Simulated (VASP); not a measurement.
Set up this calculation in VASP 6.6.1, as the native input.

```
Task                   : single point
Functional             : PBE
Potentials or basis    : VASP PAW PBE potentials, release 64 (H)
Cutoff                 : 520 eV
k mesh                 : 1 × 1 × 1
Occupations            : fermi-dirac, width 0.01 eV
Spin                   : collinear spin, ferromagnetic start
Starting moments       : [1.0] μB
Dipole correction      : no
Further INCAR settings : ALGO = Normal; EDIFF = 1e-06; NBANDS = 10
```

The structure of H lies in POSCAR:

```
H
1.0
   10.0000000000      0.0000000000      0.0000000000
    0.0000000000     10.5000000000      0.0000000000
    0.0000000000      0.0000000000     11.0000000000
H
1
Direct
    0.5000000000      0.5000000000      0.5000000000
```

One way to write it, as run:

INCAR

```
PREC     = Accurate       # precision mode
ENCUT    = 520            # plane-wave cutoff, eV
EDIFF    = 1E-6           # SCF threshold, eV
ISMEAR   = -1             # smearing method
SIGMA    = 0.01           # smearing width, eV
LREAL    = False          # projectors in reciprocal space
LASPH    = True           # aspherical terms in the spheres
NELM     = 150            # most SCF steps
ALGO     = Normal         # electronic algorithm
ISIF     = 2              # what is computed and relaxed
LWAVE    = False          # write WAVECAR
LCHARG   = False          # write CHGCAR
ISPIN    = 2              # spin polarisation
MAGMOM   = 1              # initial moments
LORBIT   = 11             # projections on sites
GGA      = PE             # functional
NBANDS   = 10             # bands
```

KPOINTS

```
Automatic mesh
0
Gamma
  1 1 1
```

Potentials or basis: VASP PAW PBE potentials, release 64 (H).

Run with:

```sh
$ cat potpaw_PBE.64/H/POTCAR > POTCAR
$ mpirun -np 1 vasp_gam > vasp.out
```

Results of the run:

```yaml
Pressure: 0.0 GPa
Band_gap_on_the_k_mesh: 7.34 eV
Net_moment: 1.00 μB per cell
Site_moments: H +0.38 μB
Valence_electrons_inside_the_program's_atomic_spheres: H 0.38
```

Caveat: the k points lie up to 0.63 Å⁻¹ apart.

Run time: 4.2 min on 1 thread of Intel Xeon 8259CL, on a shared host, peak memory 1.2 GiB.
